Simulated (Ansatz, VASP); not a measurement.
**One calculation of Ir, two programs**

```
Ir
1.0
     0.00000    1.90156    1.90156
     1.90156    0.00000    1.90156
     1.90156    1.90156    0.00000
Ir
1
Direct
  0.00000 0.00000 0.00000
```

Alike in both runs: functional PBEsol; dispersion D3(BJ); k mesh 18 × 18 × 18; occupations gaussian, width 0.1 eV; no spin polarisation.

Ansatz relaxed the structure, and its values are those at the end. VASP's run is a single point on that final structure, the one shown.

|  | VASP | Ansatz |
| --- | --- | --- |
| version | VASP 6.6.1 | Ansatz 0.2.0 |
| potentials or method | VASP PAW PBE potentials, release 64 (Ir), cutoff 500 eV | scalar-relativistic, plane waves, PAW |
| valence electrons in the cell | 9 | 17 |

```tsv
	VASP	Ansatz	Ansatz less VASP
gap on the k mesh at the Fermi level (eV)	none	none	-
pressure (GPa)	1.2	0.0	-1.21
```

VASP's potentials were made for PBE, not for PBEsol, and Ansatz warns of the same on its side. A gap of «none» marks a metal or a gap that the smearing closes. VASP's potentials hold 9 valence electrons a cell and Ansatz's 17, so a difference there can come from the potentials and not from the codes.

Spin-orbit coupling is off throughout.
